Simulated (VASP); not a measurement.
Cu: relaxation of cell and atoms with r2SCAN

The system is Cu.

```
CELL_PARAMETERS angstrom
3.29116 0.00000 0.00000
-1.64558 2.85023 0.00000
0.00000 0.00000 3.73394
ATOMIC_POSITIONS crystal
Cu 0.22540 0.00000 0.33333
Cu 0.00000 0.22540 0.66667
Cu 0.77460 0.77460 0.00000
```

```json
{
 "Program": "VASP 6.6.1",
 "Task": "relaxation of cell and atoms",
 "Functional": "r2SCAN",
 "Potentials or basis": "VASP PAW PBE potentials, release 64 (Cu)",
 "Cutoff": "600 eV",
 "k mesh": "6 × 6 × 6",
 "Occupations": "gaussian, width 0.1 eV",
 "Spin": "no spin polarisation",
 "Dipole correction": "no",
 "Further INCAR settings": "ALGO = Normal; EDIFF = 1e-06; IBRION = 2; EDIFFG = -0.04; NSW = 90; ISIF = 3"
}
```

```yaml
Relaxed_volume: 11.52 Å³/atom
Relaxed_cell: a = 4.000 Å, b = 4.000 Å, c = 2.494 Å, α = 90.00°, β = 90.00°, γ = 120.00°
Space_group_after_relaxing_to_0.05_Å: Im-3m (No. 229)
Energy_gained_by_relaxing: 2546.2 meV/atom
Ionic_steps: 44
Pressure_after_relaxing: 0.0 GPa
Largest_force_after_relaxing: 0.003 eV/Å
```

Forces in eV/Å, atoms in the order of the input:
```
Cu   0.003  0.000  0.000
Cu  -0.002  0.003  0.000
Cu  -0.002 -0.003  0.000
```

Stress tensor (GPa, compression positive):
```
 0.11  0.00  0.00
 0.00  0.11  0.00
 0.00  0.00 -0.15
```

The path:
```csv
step,energy change (eV),largest force (eV/Å),pressure (GPa),volume (Å³)
1,0.0000,14.9434,88.77,35.03
3,-3.4694,0.0856,-14.35,72.68
5,-5.7757,0.0344,-14.93,49.81
7,-6.1007,0.5574,-9.44,45.10
9,-6.1164,0.8623,-6.90,43.89
11,-6.3080,0.4563,3.28,39.19
13,-6.3498,0.0878,0.67,39.91
15,-6.3766,0.0284,-2.66,40.92
17,-6.4117,0.0813,-12.63,44.34
19,-6.4105,0.0294,-7.44,42.55
21,-6.4292,0.0472,-8.31,42.71
23,-6.5045,0.0876,-11.32,43.23
25,-6.9972,0.1683,-19.37,42.83
27,-6.8993,0.1927,-18.97,43.37
29,-7.0337,0.1767,-18.33,42.33
31,-7.0636,0.1590,-18.83,42.22
33,-7.4697,0.3125,-11.37,38.03
35,-7.5969,0.4420,-1.51,35.04
37,-7.5980,0.4603,0.47,34.59
39,-7.6214,0.2452,0.86,34.44
41,-7.6367,0.0311,0.17,34.55
43,-7.6378,0.0246,-0.26,34.63
44,-7.6385,0.0034,0.03,34.57
```

Final structure:
```
Cu
1.0
     4.00034    0.00000    0.00000
    -2.00017    3.46439    0.00000
     0.00000    0.00000    2.49444
Cu
3
Direct
  0.33357 0.00000 0.33333
  0.00000 0.33357 0.66667
  0.66643 0.66643 0.00000
```

Levels at points of the mesh, in eV from the Fermi level:
```
           k point  band 12  band 13  band 14  band 15  band 16  band 17  band 18  band 19  band 20
(0.00, 0.00, 0.00)    -2.33    -2.25    -2.25    -2.25    -2.24     4.99     5.00     5.00     5.00
(0.50, 0.00, 0.00)    -2.26    -2.26    -2.24    -2.05    -2.05    -1.54    -0.66     4.78    14.87
(0.00, 0.00, 0.50)    -2.26    -1.78    -1.70    -1.70    -0.19    -0.19     8.66     8.66     8.77
(0.50, 0.00, 0.50)    -2.20    -1.93    -1.93    -1.57    -0.85     2.02     2.02     4.50     8.20
```

Wall time 43 min on 1 thread of AMD EPYC 9R45 96-Core Processor (Zen 5), with other jobs on the host, peak memory 0.16 GiB.

Caveat: the k points lie up to 0.42 Å⁻¹ apart in the final cell; the PAW data sets were made with another functional, which shifts forces and pressure a little.
